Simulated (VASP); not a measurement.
# NbSi (Pm-3m) in VASP: a series of runs

NbSi is run at these levels: r2SCAN; tasks: single point.

Everything below comes from runs of VASP 6.6.1. Logs are shortened: lines on timing, memory, paths and dates and some standing lists are left out, and cuts for length are marked.

**1. The cell of the first run**

It takes space group Pm-3m (No. 221, cubic). Conventional cell: a = 3.048 Å, b = 3.048 Å, c = 3.048 Å, α = 90.00°, β = 90.00°, γ = 90.00°. Nb (site symmetry m-3m) has 8 Si at 2.64 Å and 6 Nb at 3.05 Å within 3.5 Å. Si (site symmetry m-3m) has 8 Nb at 2.64 Å and 6 Si at 3.05 Å within 3.5 Å.

**2. Single point, r2SCAN**

File POSCAR:

```
NbSi
1.0
    3.0483471382      0.0000000000      0.0000000000
    0.0000000000      3.0483471382      0.0000000000
    0.0000000000      0.0000000000      3.0483471382
Nb Si
1 1
Direct
    0.0000000000      0.0000000000      0.0000000000
    0.5000000000      0.5000000000      0.5000000000
```

File INCAR.step1:

```
PREC = Accurate
ENCUT = 550
ISMEAR = -1
SIGMA = 0.05
LREAL = F
LASPH = T
NELM = 120
NBANDS = 16
GGA = PE
ALGO = Normal
EDIFF = 1E-5
LWAVE = T
LCHARG = F
GGA_COMPAT = F
```

File INCAR.step2:

```
PREC = Accurate
ENCUT = 550
EDIFF = 1E-6
ISMEAR = -1
SIGMA = 0.05
LREAL = F
LASPH = T
NELM = 120
ALGO = Normal
ISIF = 2
LWAVE = F
LCHARG = F
METAGGA = R2SCAN
LMIXTAU = T
NBANDS = 16
ISTART = 1
GGA_COMPAT = F
```

File KPOINTS:

```
Automatic mesh
0
Gamma
  8 8 8
```

Potentials or basis: VASP PAW PBE potentials, release 64 (Nb_sv, Si).

The run is started by

```bash
> cat potpaw_PBE.64/Nb_sv/POTCAR potpaw_PBE.64/Si/POTCAR > POTCAR
> cp INCAR.step1 INCAR
> mpirun -np 1 vasp_std > vasp.out
> cp INCAR.step2 INCAR
> mpirun -np 1 vasp_std > vasp.out
```

OUTCAR:

```text
PREC = Accurate
   ENCUT = 550
   EDIFF = 1E-6
   ISMEAR = -1
   LREAL = F
   LASPH = T
   NELM = 120
   ISIF = 2
   METAGGA = R2SCAN
   ISTART = 1

 ion  position               nearest neighbor table
   1  0.000  0.000  0.000-   2 2.64   2 2.64   2 2.64   2 2.64   2 2.64   2 2.64   2 2.64   2 2.64

   2  0.500  0.500  0.500-   1 2.64   1 2.64   1 2.64   1 2.64   1 2.64   1 2.64   1 2.64   1 2.64

  LATTYP: Found a simple cubic cell.
 ALAT       =     3.0483471382

  Lattice vectors:

 A1 = (   3.0483471382,   0.0000000000,   0.0000000000)
 A2 = (   0.0000000000,   3.0483471382,   0.0000000000)
 A3 = (   0.0000000000,   0.0000000000,   3.0483471382)

Analysis of symmetry for initial positions (statically):
=====================================================================
 Subroutine PRICEL returns:
 Original cell was already a primitive cell.

 Routine SETGRP: Setting up the symmetry group for a
 simple cubic supercell.

 Subroutine GETGRP returns: Found 48 space group operations
 (whereof 48 operations were pure point group operations)
 out of a pool of 48 trial point group operations.

The static configuration has the point symmetry O_h .

Analysis of symmetry for dynamics (positions and initial velocities):
=====================================================================
 Subroutine PRICEL returns:
 Original cell was already a primitive cell.

 Routine SETGRP: Setting up the symmetry group for a
 simple cubic supercell.

 Subroutine GETGRP returns: Found 48 space group operations
 (whereof 48 operations were pure point group operations)
 out of a pool of 48 trial point group operations.

The dynamic configuration has the point symmetry O_h .

 Subroutine INISYM returns: Found 48 space group operations
 (whereof 48 operations are pure point group operations),
 and found     1 'primitive' translations

----------------------------------------------------------------------------------------

                                     Primitive cell

  volume of cell :      28.3265

  direct lattice vectors                    reciprocal lattice vectors
     3.048347138  0.000000000  0.000000000     0.328046628  0.000000000  0.000000000
     0.000000000  3.048347138  0.000000000     0.000000000  0.328046628  0.000000000
     0.000000000  0.000000000  3.048347138     0.000000000  0.000000000  0.328046628

  length of vectors
     3.048347138  3.048347138  3.048347138     0.328046628  0.328046628  0.328046628

  position of ions in fractional coordinates (direct lattice)
     0.000000000  0.000000000  0.000000000
     0.500000000  0.500000000  0.500000000

  ion indices of the primitive-cell ions
   primitive index   ion index
                 1           1
                 2           2

----------------------------------------------------------------------------------------

 KPOINTS: Automatic mesh

Automatic generation of k-mesh.
 Grid dimensions read from file:
 generate k-points for:    8    8    8

 Generating k-lattice:

  Cartesian coordinates                     Fractional coordinates (reciprocal lattice)
     0.041005829  0.000000000  0.000000000     0.125000000  0.000000000  0.000000000
     0.000000000  0.041005829  0.000000000     0.000000000  0.125000000  0.000000000
     0.000000000  0.000000000  0.041005829     0.000000000  0.000000000  0.125000000

  Length of vectors
     0.041005829  0.041005829  0.041005829

  Shift w.r.t. Gamma in fractional coordinates (k-lattice)
     0.000000000  0.000000000  0.000000000

 Subroutine IBZKPT returns following result:
 ===========================================

 Found     35 irreducible k-points:

 Following reciprocal coordinates:
            Coordinates               Weight
  0.000000  0.000000  0.000000      1.000000
  0.125000  0.000000  0.000000      6.000000
  0.250000  0.000000  0.000000      6.000000
  0.375000  0.000000  0.000000      6.000000
  0.500000  0.000000  0.000000      3.000000
  0.125000  0.125000  0.000000     12.000000
[... 16 lines left out ...]
  0.375000  0.375000  0.125000     24.000000
  0.500000  0.375000  0.125000     24.000000
 [... further k-points ...]
   k-points           NKPTS =     35   k-points in BZ     NKDIM =     35   number of bands    NBANDS=     16
   number of dos      NEDOS =    301   number of ions     NIONS =      2
   total plane-waves  NPLWV =  13824
   dimension x,y,z NGX =    24 NGY =   24 NGZ =   24
   dimension x,y,z NGXF=    48 NGYF=   48 NGZF=   48
   ions per type =               1   1
   NGX,Y,Z   is equivalent  to a cutoff of  13.09, 13.09, 13.09 a.u.
   NGXF,Y,Z  is equivalent  to a cutoff of  26.18, 26.18, 26.18 a.u.
 SYSTEM =  unknown system
   PREC   = accura    normal or accurate (medium, high low for compatibility)
   ISTART =      1    job   : 0-new  1-cont  2-samecut
   ICHARG =      0    charge: 1-file 2-atom 10-const
   ISPIN  =      1    spin polarized calculation?
   LNONCOLLINEAR =      F non collinear calculations
   LSORBIT =      F    spin-orbit coupling
   LASPH  =      T    aspherical Exc in radial PAW
   ENCUT  =  550.0 eV  40.42 Ry    6.36 a.u.   5.83  5.83  5.83*2*pi/ulx,y,z
   NELM   =    120;   NELMIN=  2; NELMDL=  0     # of ELM steps
   EDIFF  = 0.1E-05   stopping-criterion for ELM
   LREAL  =      F    real-space projection
   EDIFFG = 0.1E-04   stopping-criterion for IOM
   NSW    =      0    number of steps for IOM
   IBRION =     -1    ionic relax: 0-MD 1-quasi-New 2-CG
   NFREE  =      0    steps in history (QN), initial steepest desc. (CG)
   ISIF   =      2    stress and relaxation
   ISYM   =      2    0-nonsym 1-usesym 2-fastsym
   POTIM  = 0.5000    time-step for ionic-motion
   TEBEG  =    0.0;   TEEND  =   0.0 temperature during run
   PSTRESS=    0.0 pullay stress
   NELECT =      17.0000    total number of electrons
   NUPDOWN=      -1.0000    fix difference up-down
   EMIN   =  10.00;   EMAX   =-10.00  energy-range for DOS
   EFERMI =   0.00;   METHOD = LEGACY
   ISMEAR =    -1;   SIGMA  =   0.05  broadening in eV -4-tet -1-fermi 0-gaus
   EFERMI_NEDOS =   21; number of points for ismear=-14 and -15
   IALGO  =     38    algorithm
   IMIX   =      4    mixing-type and parameters
     AMIX     =   0.40;   BMIX     =  1.00
     AMIX_MAG =   1.60;   BMIX_MAG =  1.00
  volume/ion in A,a.u.               =      14.16        95.58
  Fermi-wavevector in a.u.,A,eV,Ry     =   1.380893  2.609510 25.944482  1.906866
  Thomas-Fermi vector in A             =   2.505728
   LORBIT       =      0    0 simple, 1 ext, 2 COOP (PROOUT), +10 PAW based schemes
   METAGGA = R2SCAN    functional components
   LHFCALC =     F    Hartree Fock is set to
   AEXX    =    0.0000 exact exchange contribution
   IVDW    =     0    specifies the selected vdW correction
   LEPSILON=     F    determine dielectric tensor
   LRPA    =     F    only Hartree local field effects (RPA)
 non-spin polarized calculation
  energy-cutoff  :      550.00
  volume of cell :       28.33
 maximum number of plane-waves:       852
 NGX is ok and might be reduce to    24
   NGX = 11   NGY = 11   NGZ = 11

 number of electron      16.9999998 magnetization

 Free energy of the ion-electron system (eV)
  ---------------------------------------------------
  ext. energy  EPLUGINS =         0.00000000
  ---------------------------------------------------
  free energy    TOTEN  =       -33.74837293 eV

  energy without entropy =      -33.73093695  energy(sigma->0) =      -33.73965494

 E-fermi :  12.6523     XC(G=0): -13.6075

 val. band max:       12.6384325032   @ k =   0.2500   0.1250   0.0000
 cond. band min:      12.6556174021   @ k =   0.5000   0.3750   0.0000
 fundamental gap:      0.0171848990
 Fermi energy:        12.6522919543

 k-point     1 :       0.0000    0.0000    0.0000
  band No.  band energies     occupation
      1     -43.5509      2.00000
      2     -18.7194      2.00000
      3     -18.7194      2.00000
      4     -18.7194      2.00000
      5       0.2877      2.00000
      6       9.3112      2.00000
[... 8 lines left out ...]
     15      23.7135      0.00000
     16      24.8480      0.00000

 k-point     2 :       0.1250    0.0000    0.0000
  band No.  band energies     occupation
      1     -43.5417      2.00000
      2     -18.8247      2.00000
      3     -18.7098      2.00000
      4     -18.7098      2.00000
      5       0.6099      2.00000
      6       9.2227      2.00000
[... 8 lines left out ...]
     15      24.0984      0.00000
     16      25.9844      0.00000

 k-point     3 :       0.2500    0.0000    0.0000
  band No.  band energies     occupation
      1     -43.5193      2.00000
      2     -19.0719      2.00000
      3     -18.6867      2.00000
      4     -18.6867      2.00000
      5       1.5162      2.00000
      6       8.4211      2.00000
[... 8 lines left out ...]
     15      24.2744      0.00000
     16      27.5837      0.00000

 k-point     4 :       0.3750    0.0000    0.0000
  band No.  band energies     occupation
      1     -43.4968      2.00000
      2     -19.3103      2.00000
      3     -18.6634      2.00000
      4     -18.6634      2.00000
      5       2.8560      2.00000
      6       6.7729      2.00000
[... 8 lines left out ...]
     15      23.9117      0.00000
     16      25.1580      0.00000
[... 324 lines left out ...]
 k-point    22 :       0.5000    0.2500    0.1250
  band No.  band energies     occupation
      1     -43.4488      2.00000
      2     -19.3298      2.00000
      3     -18.9644      2.00000
      4     -18.7154      2.00000
      5       4.0160      2.00000
      6       6.9966      2.00000
[... 8 lines left out ...]
     15      23.4534      0.00000
     16      24.9196      0.00000

 k-point    23 :       0.3750    0.3750    0.1250
  band No.  band energies     occupation
      1     -43.4364      2.00000
      2     -19.2060      2.00000
      3     -19.1904      2.00000
      4     -18.7015      2.00000
      5       3.8434      2.00000
      6       7.9950      2.00000
[... 8 lines left out ...]
     15      24.6194      0.00000
     16      26.6645      0.00000

 k-point    24 :       0.5000    0.3750    0.1250
  band No.  band energies     occupation
      1     -43.4275      2.00000
      2     -19.2874      2.00000
      3     -19.1816      2.00000
      4     -18.6913      2.00000
      5       3.9635      2.00000
      6       8.0726      2.00000
[... 8 lines left out ...]
     15      24.2871      0.00000
     16      26.0847      0.00000

 [... further k-points ...]
[... 5 lines left out ...]
  --------------------------------------------------------------------------------------
  -------------------------------------------------------------------------------------
  Total        3.4952092      3.4952092      3.4952092     -0.0000000      0.0000000     -0.0000000
  in kB      197.6926350    197.6926350    197.6926350     -0.0000000      0.0000000     -0.0000000
  external PRESSURE =     197.6926350 kB  Pullay stress =       0.0000000 kB

 VOLUME and BASIS-vectors are now :
 -----------------------------------------------------------------------------
  energy-cutoff  :      550.00
  volume of cell :       28.33
      direct lattice vectors                 reciprocal lattice vectors
     3.048347138  0.000000000  0.000000000     0.328046628  0.000000000  0.000000000
     0.000000000  3.048347138  0.000000000     0.000000000  0.328046628  0.000000000
     0.000000000  0.000000000  3.048347138     0.000000000  0.000000000  0.328046628

 POSITION                                       TOTAL-FORCE (eV/Angst)
 -----------------------------------------------------------------------------------
      0.00000      0.00000      0.00000         0.000000      0.000000      0.000000
      1.52417      1.52417      1.52417         0.000000      0.000000      0.000000
 -----------------------------------------------------------------------------------
    total drift:                               -0.000000      0.000000      0.000000

  FREE ENERGIE OF THE ION-ELECTRON SYSTEM (eV)
  ---------------------------------------------------
  free  energy   TOTEN  =       -33.7483729313 eV

  energy  without entropy=      -33.7309369500  energy(sigma->0) =      -33.73965494
```

Wall time 25 s (1 thread of Intel Xeon Platinum 8488C (Sapphire Rapids), shared host); peak memory 0.15 GiB.

Results:

```yaml
Free_energy: -33.7484 eV
Pressure: 19.8 GPa
```

Levels at points of the mesh, in eV from the Fermi level:
```csv
k point,band 6,band 7,band 8,band 9,band 10,band 11
"(0.00, 0.00, 0.00)",-3.34,-3.34,2.75,2.75,2.75,2.93
"(0.50, 0.00, 0.00)",-7.23,-1.89,-1.25,-1.25,3.35,5.08
"(0.50, 0.50, 0.00)",-3.30,-3.30,-2.58,0.33,0.33,5.03
"(0.50, 0.50, 0.50)",-6.08,-6.08,-3.68,4.42,4.42,4.42
```

Caveat: the PAW data sets were made with another functional, which shifts forces and pressure a little.

**3. Single point, r2SCAN**

This run uses another cell than the first one, of 14.78 Å³/atom, 1.044 times its volume.

File POSCAR:

```
NbSi
1.0
    3.0921453537      0.0000000000      0.0000000000
    0.0000000000      3.0921453537      0.0000000000
    0.0000000000      0.0000000000      3.0921453537
Nb Si
1 1
Direct
    0.0000000000      0.0000000000      0.0000000000
    0.5000000000      0.5000000000      0.5000000000
```

File INCAR.step1:

```
  PREC = Accurate
  ENCUT = 550
  ISMEAR = -1
  SIGMA = 0.05
  LREAL = F
  LASPH = T
  NELM = 120
  NBANDS = 16
  GGA = PE
  ALGO = Normal
  EDIFF = 1E-5
  LWAVE = T
  LCHARG = F
  GGA_COMPAT = F
```

File INCAR.step2:

```
  PREC = Accurate
  ENCUT = 550
  EDIFF = 1E-6
  ISMEAR = -1
  SIGMA = 0.05
  LREAL = F
  LASPH = T
  NELM = 120
  ALGO = Normal
  ISIF = 2
  LWAVE = F
  LCHARG = T
  METAGGA = R2SCAN
  LMIXTAU = T
  LELF = T
  LVHAR = T
  NBANDS = 16
  ISTART = 1
  GGA_COMPAT = F
```

File KPOINTS:

```
regular mesh
0
Gamma
  8 8 8
```

Potentials or basis: VASP PAW PBE potentials, release 64 (Nb_sv, Si).

The run is started by

```bash
> cat potpaw_PBE.64/Nb_sv/POTCAR potpaw_PBE.64/Si/POTCAR > POTCAR
> cp INCAR.step1 INCAR
> mpirun -np 1 vasp_std > vasp.out
> cp INCAR.step2 INCAR
> mpirun -np 1 vasp_std > vasp.out
```

Run time: 28 s. Hardware: 1 thread of Intel Xeon Platinum 8488C (Sapphire Rapids), shared host; peak memory 0.15 GiB.

It converged, with:

```yaml
Free_energy: -33.8614 eV
Pressure: 9.8 GPa
```

Levels at points of the mesh, in eV from the Fermi level:
```tsv
k point	band 6	band 7	band 8	band 9	band 10	band 11
(0.00, 0.00, 0.00)	-3.13	-3.13	2.63	2.63	2.63	2.78
(0.50, 0.00, 0.00)	-7.03	-1.77	-1.18	-1.18	3.18	4.79
(0.50, 0.50, 0.00)	-3.27	-3.27	-2.47	0.36	0.36	4.74
(0.50, 0.50, 0.50)	-5.80	-5.80	-3.80	4.21	4.21	4.21
```

Caveat: the PAW data sets were made with another functional, which shifts forces and pressure a little.

**4. Single point, r2SCAN**

This run uses another cell than the first one, of 15.14 Å³/atom, 1.069 times its volume.

File POSCAR:

```
NbSi
1.0
    3.1166088225      0.0000000000      0.0000000000
    0.0000000000      3.1166088225      0.0000000000
    0.0000000000      0.0000000000      3.1166088225
Nb Si
1 1
Direct
    0.0000000000      0.0000000000      0.0000000000
    0.5000000000      0.5000000000      0.5000000000
```

File INCAR.step1:

```
PREC = Accurate
ENCUT = 550
ISMEAR = -1
SIGMA = 0.05
LREAL = F
LASPH = T
NELM = 120
NBANDS = 16
GGA = PE
ALGO = Normal
EDIFF = 1E-5
LWAVE = T
LCHARG = F
GGA_COMPAT = F
```

File INCAR.step2:

```
PREC = Accurate
ENCUT = 550
EDIFF = 1E-6
ISMEAR = -1
SIGMA = 0.05
LREAL = F
LASPH = T
NELM = 120
ALGO = Normal
ISIF = 2
LWAVE = F
LCHARG = F
METAGGA = R2SCAN
LMIXTAU = T
NBANDS = 16
ISTART = 1
GGA_COMPAT = F
```

KPOINTS is that of step 3.

The run is started by

```bash
> cat potpaw_PBE.64/Nb_sv/POTCAR potpaw_PBE.64/Si/POTCAR > POTCAR
> cp INCAR.step1 INCAR
> mpirun -np 1 vasp_std > vasp.out
> cp INCAR.step2 INCAR
> mpirun -np 1 vasp_std > vasp.out
```

Wall time 28 s (1 thread of Intel Xeon Platinum 8488C (Sapphire Rapids), shared host); peak memory 0.15 GiB.

It converged, with:

```
Free energy : -33.8935 eV
Pressure    : 4.8 GPa
```

Levels at points of the mesh, in eV from the Fermi level:
| k point | band 6 | band 7 | band 8 | band 9 | band 10 | band 11 |
| --- | --- | --- | --- | --- | --- | --- |
| (0.00, 0.00, 0.00) | -3.02 | -3.02 | 2.56 | 2.56 | 2.56 | 2.70 |
| (0.50, 0.00, 0.00) | -6.92 | -1.71 | -1.14 | -1.14 | 3.08 | 4.64 |
| (0.50, 0.50, 0.00) | -3.25 | -3.25 | -2.42 | 0.38 | 0.38 | 4.59 |
| (0.50, 0.50, 0.50) | -5.66 | -5.66 | -3.87 | 4.11 | 4.11 | 4.11 |

Caveat: the PAW data sets were made with another functional, which shifts forces and pressure a little.

**5. Single point, r2SCAN**

This run uses another cell than the first one, of 15.55 Å³/atom, 1.098 times its volume.

File POSCAR:

```
NbSi
1.0
    3.1445500932      0.0000000000      0.0000000000
    0.0000000000      3.1445500932      0.0000000000
    0.0000000000      0.0000000000      3.1445500932
Nb Si
1 1
Direct
    0.0000000000      0.0000000000      0.0000000000
    0.5000000000      0.5000000000      0.5000000000
```

File INCAR.step1:

```
SYSTEM = NbSi
PREC = Accurate ; ENCUT = 550
ISMEAR = -1 ; SIGMA = 0.05
LREAL = .False. ; LASPH = .True.
NELM = 120 ; NBANDS = 16
GGA = PE ; ALGO = Normal
EDIFF = 1E-5 ; LWAVE = .True.
LCHARG = .False. ; GGA_COMPAT = .False.
```

File INCAR.step2:

```
SYSTEM = NbSi
PREC = Accurate ; ENCUT = 550
EDIFF = 1E-6 ; ISMEAR = -1
SIGMA = 0.05 ; LREAL = .False.
LASPH = .True. ; NELM = 120
ALGO = Normal ; ISIF = 2
LWAVE = .False. ; LCHARG = .False.
METAGGA = R2SCAN ; LMIXTAU = .True.
NBANDS = 16 ; ISTART = 1
GGA_COMPAT = .False.
```

File KPOINTS:

```
Automatic mesh
0
Gamma
  8 8 8
  0 0 0
```

The run is started by

```bash
> cat potpaw_PBE.64/Nb_sv/POTCAR potpaw_PBE.64/Si/POTCAR > POTCAR
> cp INCAR.step1 INCAR
> mpirun -np 1 vasp_std > vasp.out
> cp INCAR.step2 INCAR
> mpirun -np 1 vasp_std > vasp.out
```

Wall time 27 s (1 thread of Intel Xeon Platinum 8488C (Sapphire Rapids), shared host); peak memory 0.15 GiB.

Results (log left out):

* Free energy: -33.9051 eV
* Pressure: -0.2 GPa

Levels at points of the mesh, in eV from the Fermi level:
| k point | band 6 | band 7 | band 8 | band 9 | band 10 | band 11 |
| --- | --- | --- | --- | --- | --- | --- |
| (0.00, 0.00, 0.00) | -2.90 | -2.90 | 2.48 | 2.48 | 2.48 | 2.61 |
| (0.50, 0.00, 0.00) | -6.79 | -1.64 | -1.11 | -1.11 | 2.98 | 4.46 |
| (0.50, 0.50, 0.00) | -3.23 | -3.23 | -2.35 | 0.39 | 0.39 | 4.42 |
| (0.50, 0.50, 0.50) | -5.50 | -5.50 | -3.95 | 4.00 | 4.00 | 4.00 |

Caveat: the PAW data sets were made with another functional, which shifts forces and pressure a little.

**6. Overview**

| cell | gap on the mesh (eV) | pressure (GPa) |
| --- | --- | --- |
| a = 3.048 Å, 2 atoms | none | 19.8 |
| a = 3.092 Å, 2 atoms | none | 9.8 |
| a = 3.117 Å, 2 atoms | none | 4.8 |
| a = 3.145 Å, 2 atoms | none | -0.2 |

Alike in all rows: task single point; level r2SCAN; potentials or basis VASP PAW PBE potentials, release 64 (Nb_sv, Si); no spin polarisation; k mesh 8 × 8 × 8; cutoff (eV) 550; smearing fermi-dirac 0.05 eV.

Caveats: the PAW data sets were made with another functional, which shifts forces and pressure a little.

Absolute energies hang on the potentials; compare differences alone.
